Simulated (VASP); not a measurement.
Wanted: the native input for a VASP 6.6.1 run.

* Task: single point
* Functional: r2SCAN
* Potentials or basis: VASP PAW PBE potentials, release 64 (Sn_d, O)
* Cutoff: 520 eV
* k mesh: 6 × 6 × 6
* Occupations: fermi-dirac, width 0.02 eV
* Spin: no spin polarisation
* Dipole correction: no
* Further INCAR settings: ALGO = Normal; EDIFF = 1e-06; NBANDS = 28

Crystal: SnO.

```
CELL_PARAMETERS angstrom
3.79259 0.00000 0.00000
0.00000 3.79259 0.00000
0.00000 0.00000 4.75839
ATOMIC_POSITIONS crystal
Sn 0.00000 0.50000 0.24103
Sn 0.50000 0.00000 0.75897
O 0.50000 0.50000 0.00000
O 0.00000 0.00000 0.00000
```

These files were run (other wordings do the same):

POSCAR

```
SnO
1.0
    3.7925885396      0.0000000000      0.0000000000
    0.0000000000      3.7925885396      0.0000000000
    0.0000000000      0.0000000000      4.7583853065
Sn O
2 2
Direct
    0.0000000000      0.5000000000      0.2410331417
    0.5000000000      0.0000000000      0.7589668583
    0.5000000000      0.5000000000      0.0000000000
    0.0000000000      0.0000000000      0.0000000000
```

INCAR.step1

```
SYSTEM = SnO
  PREC = Accurate
  ENCUT = 520
  ISMEAR = -1
  SIGMA = 0.02
  LREAL = .False.
  LASPH = .True.
  NELM = 60
  NBANDS = 28
  GGA = PE
  ALGO = Normal
  EDIFF = 1E-4
  LWAVE = .True.
  LCHARG = .False.
```

INCAR.step2

```
SYSTEM = SnO
  PREC = Accurate
  ENCUT = 520
  EDIFF = 1E-6
  ISMEAR = -1
  SIGMA = 0.02
  LREAL = .False.
  LASPH = .True.
  NELM = 60
  ALGO = Normal
  ISIF = 2
  LWAVE = .False.
  LCHARG = .True.
  METAGGA = R2SCAN
  LMIXTAU = .True.
  LELF = .True.
  LVHAR = .True.
  NBANDS = 28
  ISTART = 1
```

KPOINTS

```
regular mesh
0
Gamma
  6 6 6
  0 0 0
```

Potentials or basis: VASP PAW PBE potentials, release 64 (Sn_d, O).

The run is started by

```sh
$ cat potpaw_PBE.64/Sn_d/POTCAR potpaw_PBE.64/O/POTCAR > POTCAR
$ cp INCAR.step1 INCAR
$ mpirun -np 1 vasp_std > vasp.out
$ cp INCAR.step2 INCAR
$ mpirun -np 1 vasp_std > vasp.out
```

It gave:

```yaml
Pressure: 1.8 GPa
Largest_force: 0.119 eV/Å
Band_gap_on_the_k_mesh: 0.03 eV (least direct gap 2.20 eV)
```

Caveat: semilocal functionals underestimate gaps, and a narrow one can read as zero; the PAW data sets were made with another functional, which shifts forces and pressure a little; spin-orbit coupling is left out, which moves the levels of the heavy elements.

Wall time 3.4 min on 1 thread of Intel Xeon 8259CL, on a shared host, peak memory 0.21 GiB.
